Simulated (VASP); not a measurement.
# CoPd2O2 in VASP: single point with PBE

Aim: the single point of CoPd2O2 with PBE.

All numbers are computed with VASP 6.6.1; they aren't measurements. Logs are shortened: lines on timing, memory, paths and dates and some standing lists are left out, and cuts for length are marked.

## 1. The cell of the first run

The cell holds a slab with vacuum, 5 atoms: a = 2.845 Å, b = 2.845 Å, c = 20.960 Å, α = 90.00°, β = 90.00°, γ = 120.00°.

## 2. Single point, PBE, collinear spin, ferromagnetic start

INCAR reads:

```
SYSTEM = CoPd2O2
  PREC = Accurate
  ENCUT = 520
  EDIFF = 1E-7
  ISMEAR = -1
  SIGMA = 0.05
  LREAL = .FALSE.
  LASPH = .TRUE.
  NELM = 150
  ALGO = Normal
  ISIF = 2
  LWAVE = .FALSE.
  LCHARG = .FALSE.
  ISPIN = 2
  MAGMOM = 0 0 0 0 2
  LORBIT = 11
  LMAXMIX = 4
  LDIPOL = .TRUE.
  IDIPOL = 3
  DIPOL = 0.5 0.5 0.500
  GGA = PE
  NBANDS = 32
```

KPOINTS reads:

```
Automatic mesh
0
G
  11 11 1
  0 0 0
```

POSCAR reads:

```
CoPd2O2
1.0
    2.8449990154      0.0000000000      0.0000000000
   -1.4224995077      2.4638414211      0.0000000000
    0.0000000000      0.0000000000     20.9600000000
Pd O Co
2 2 1
Direct
    0.6666666667      0.3333333333      0.3578244275
    0.3333333333      0.6666666667      0.6421755725
    0.6666666667      0.3333333333      0.4534943702
    0.3333333333      0.6666666667      0.5465056298
    0.0000000000      0.0000000000      0.5000000000
```

Potentials or basis: VASP PAW PBE potentials, release 64 (Pd, O, Co).

Started as:

```sh
$ cat potpaw_PBE.64/Pd/POTCAR potpaw_PBE.64/O/POTCAR potpaw_PBE.64/Co/POTCAR > POTCAR
$ mpirun -np 1 vasp_std > vasp.out
```

OUTCAR:

```text
SYSTEM = CoPd2O2
   PREC = Accurate
   ENCUT = 520
   EDIFF = 1E-7
   ISMEAR = -1
   LREAL = .FALSE.
   LASPH = .TRUE.
   NELM = 150
   ISIF = 2
   ISPIN = 2
   LORBIT = 11
   GGA = PE

 ion  position               nearest neighbor table
   1  0.667  0.333  0.358-   3 2.01
   2  0.333  0.667  0.642-   4 2.01
   3  0.667  0.333  0.453-   5 1.91   5 1.91   5 1.91   1 2.01
   4  0.333  0.667  0.547-   5 1.91   5 1.91   5 1.91   2 2.01
   5  0.000  0.000  0.500-   3 1.91   4 1.91   3 1.91   4 1.91   3 1.91   4 1.91

  LATTYP: Found a hexagonal cell.
 ALAT       =     2.8449990154
 C/A-ratio  =     7.3673136217

  Lattice vectors:

 A1 = (   2.8449990154,   0.0000000000,   0.0000000000)
 A2 = (  -1.4224995077,   2.4638414211,   0.0000000000)
 A3 = (   0.0000000000,   0.0000000000,  20.9600000000)

Analysis of symmetry for initial positions (statically):
=====================================================================
 Subroutine PRICEL returns:
 Original cell was already a primitive cell.

 Routine SETGRP: Setting up the symmetry group for a
 hexagonal supercell.

 Subroutine GETGRP returns: Found 12 space group operations
 (whereof 12 operations were pure point group operations)
 out of a pool of 24 trial point group operations.

The static configuration has the point symmetry D_3d.

Analysis of symmetry for dynamics (positions and initial velocities):
=====================================================================
 Subroutine PRICEL returns:
 Original cell was already a primitive cell.

 Routine SETGRP: Setting up the symmetry group for a
 hexagonal supercell.

 Subroutine GETGRP returns: Found 12 space group operations
 (whereof 12 operations were pure point group operations)
 out of a pool of 24 trial point group operations.

The dynamic configuration has the point symmetry D_3d.

Analysis of structural, dynamic, and magnetic symmetry:
=====================================================================
 Subroutine PRICEL returns:
 Original cell was already a primitive cell.

 Routine SETGRP: Setting up the symmetry group for a
 hexagonal supercell.

 Subroutine GETGRP returns: Found 12 space group operations
 (whereof 12 operations were pure point group operations)
 out of a pool of 24 trial point group operations.

The overall configuration has the point symmetry D_3d.

 Subroutine INISYM returns: Found 12 space group operations
[... 130 lines left out ...]
   NGX = 11   NGY = 11   NGZ = 77

 dipolmoment           0.000000      0.000000     -0.000000 electrons x Angstroem

 number of electron      40.9999999 magnetization       1.3413188

 dipolmoment           0.000000      0.000000      0.000000 electrons x Angstroem

 Free energy of the ion-electron system (eV)
  ---------------------------------------------------
  ext. energy  EPLUGINS =         0.00000000
  ---------------------------------------------------
  free energy    TOTEN  =       -28.79747079 eV

  energy without entropy =      -28.76886603  energy(sigma->0) =      -28.78316841

 E-fermi :   0.3325     XC(G=0):  -5.7096

 val. band max:        0.2939721103   @ k =   0.2727   0.0909   0.0000
 cond. band min:       0.3426100161   @ k =   0.1818   0.1818   0.0000
 fundamental gap:      0.0486379059
 Fermi energy:         0.3324604301

 spin component 1

 k-point     1 :       0.0000    0.0000    0.0000
  band No.  band energies     occupation
      1     -20.5165      1.00000
      2     -18.8904      1.00000
      3      -7.6556      1.00000
      4      -5.6493      1.00000
      5      -5.6493      1.00000
      6      -4.7899      1.00000
[... 549 lines left out ...]
     31      11.4366      0.00000
     32      11.6807      0.00000
 Fermi energy:         0.3324604301

 spin component 2

 k-point     1 :       0.0000    0.0000    0.0000
  band No.  band energies     occupation
      1     -20.4190      1.00000
      2     -18.7747      1.00000
      3      -7.4809      1.00000
      4      -5.5255      1.00000
      5      -5.5255      1.00000
      6      -4.6192      1.00000
[... 549 lines left out ...]
     31      11.5640      0.00000
     32      11.8159      0.00000

------------------------ aborting loop because EDIFF is reached ----------------------------------------

 vacuum level on the upper side and lower side of the slab       (xc-potential included)        -0.004        -0.004

  FORCE on cell =-STRESS in cart. coord.  units (eV):
  Direction    XX          YY          ZZ          XY          YZ          ZX
  --------------------------------------------------------------------------------------
  -------------------------------------------------------------------------------------
  Total       -1.0610256     -1.0610256      2.8852391     -0.0000000      0.0000000      0.0000000
  in kB      -11.5704516    -11.5704516     31.4634426     -0.0000000      0.0000000      0.0000000
  external PRESSURE =       2.7741798 kB  Pullay stress =       0.0000000 kB

 VOLUME and BASIS-vectors are now :
 -----------------------------------------------------------------------------
  energy-cutoff  :      520.00
  volume of cell :      146.92
      direct lattice vectors                 reciprocal lattice vectors
     2.844999015  0.000000000  0.000000000     0.351493971  0.202935138  0.000000000
    -1.422499508  2.463841421  0.000000000     0.000000000  0.405870277  0.000000000
     0.000000000  0.000000000 20.960000000     0.000000000  0.000000000  0.047709924

 POSITION                                       TOTAL-FORCE (eV/Angst)
 -----------------------------------------------------------------------------------
      1.42250      0.82128      7.50000        -0.000000      0.000000     -0.671864
     -0.00000      1.64256     13.46000         0.000000     -0.000000      0.671864
      1.42250      0.82128      9.50524        -0.000000     -0.000000      0.542803
     -0.00000      1.64256     11.45476         0.000000      0.000000     -0.542803
      0.00000      0.00000     10.48000         0.000000      0.000000      0.000000
 -----------------------------------------------------------------------------------
    total drift:                                0.000000     -0.000000      0.000000

  FREE ENERGIE OF THE ION-ELECTRON SYSTEM (eV)
  ---------------------------------------------------
  free  energy   TOTEN  =       -28.7974707864 eV

  energy  without entropy=      -28.7688660315  energy(sigma->0) =      -28.78316841

 vacuum level on the upper side and lower side of the slab         4.964         4.964

 total charge

# of ion       s       p       d       tot
------------------------------------------
    1        0.422   0.319   8.494   9.235
    2        0.422   0.319   8.494   9.235
    3        1.571   3.410   0.000   4.980
    4        1.571   3.410   0.000   4.980
    5        0.423   0.644   7.320   8.387
--------------------------------------------------
tot          4.409   8.101  24.308  36.817

 magnetization (x)

# of ion       s       p       d       tot
------------------------------------------
    1       -0.000   0.009   0.418   0.427
    2       -0.000   0.009   0.418   0.427
    3        0.011   0.049   0.000   0.060
    4        0.011   0.049   0.000   0.060
    5        0.002   0.009   0.265   0.276
--------------------------------------------------
tot          0.023   0.127   1.101   1.250
```

OSZICAR:

```text
N       E                     dE             d eps       ncg     rms          rms(c)
DAV:   1     0.339631959644E+03    0.33963E+03   -0.18369E+04  2048   0.115E+03
DAV:   2    -0.837421398692E+00   -0.34047E+03   -0.30682E+03  2328   0.285E+02
DAV:   3    -0.350944751899E+02   -0.34257E+02   -0.33472E+02  2464   0.102E+02
[... 30 lines left out ...]
DAV:  34    -0.287974690668E+02   -0.27433E-06   -0.81262E-08  1584   0.229E-03    0.113E-03
DAV:  35    -0.287974697771E+02   -0.71032E-06   -0.24595E-08  1664   0.963E-04    0.905E-04
DAV:  36    -0.287974703264E+02   -0.54931E-06   -0.22398E-08  1656   0.987E-04    0.673E-04
DAV:  37    -0.287974707022E+02   -0.37581E-06   -0.15481E-08  1568   0.903E-04    0.455E-04
DAV:  38    -0.287974707864E+02   -0.84220E-07   -0.47190E-09  1536   0.394E-04
   1 F= -.28797471E+02 E0= -.28783168E+02  d E =-.286048E-01  mag=     1.3413
```

stdout:

```text
POSCAR found type information on POSCAR PdO Co
 POSCAR found :  3 types and       5 ions
 scaLAPACK will be used
 LDA part: xc-table for (Slater+PW92), standard interpolation
 POSCAR, INCAR and KPOINTS ok, starting setup
 FFT: planning ... GRIDC
 FFT: planning ... GRID_SOFT
 FFT: planning ... GRID
 WAVECAR not read
 entering main loop
```

Run time: 6.1 min. Hardware: 1 thread of AMD EPYC 9R14 (Zen 4), shared host; peak memory 0.41 GiB.

Results:

| Item | Value |
| --- | --- |
| Free energy | -28.7975 eV |
| Largest force | 0.672 eV/Å |
| Net moment | 1.34 μB per cell |
| Site moments | Pd +0.43; O +0.06; Co +0.28 μB |
| Valence electrons inside the program's atomic spheres | Pd 9.23; O 4.98; Co 8.39 |

Forces in eV/Å, atoms in the order of the input:
```
Pd   0.000  0.000 -0.672
Pd   0.000  0.000  0.672
O    0.000  0.000  0.543
O    0.000  0.000 -0.543
Co   0.000  0.000  0.000
```

Levels at points of the mesh, in eV from the Fermi level:
Spin up:
```
           k point  band 18  band 19  band 20  band 21  band 22  band 23  band 24  band 25
(0.00, 0.00, 0.00)    -1.13    -1.13    -0.73    -0.73    -0.56    -0.14     1.80     1.80
```
Spin down:
```
           k point  band 16  band 17  band 18  band 19  band 20  band 21  band 22  band 23  band 24  band 25
(0.00, 0.00, 0.00)    -1.40    -1.26    -0.91    -0.91    -0.54    -0.54    -0.12     0.19     2.01     2.01
```

With open d or f shells a metallic result of PBE can be an artefact of self-interaction; +U or a hybrid may open a gap.
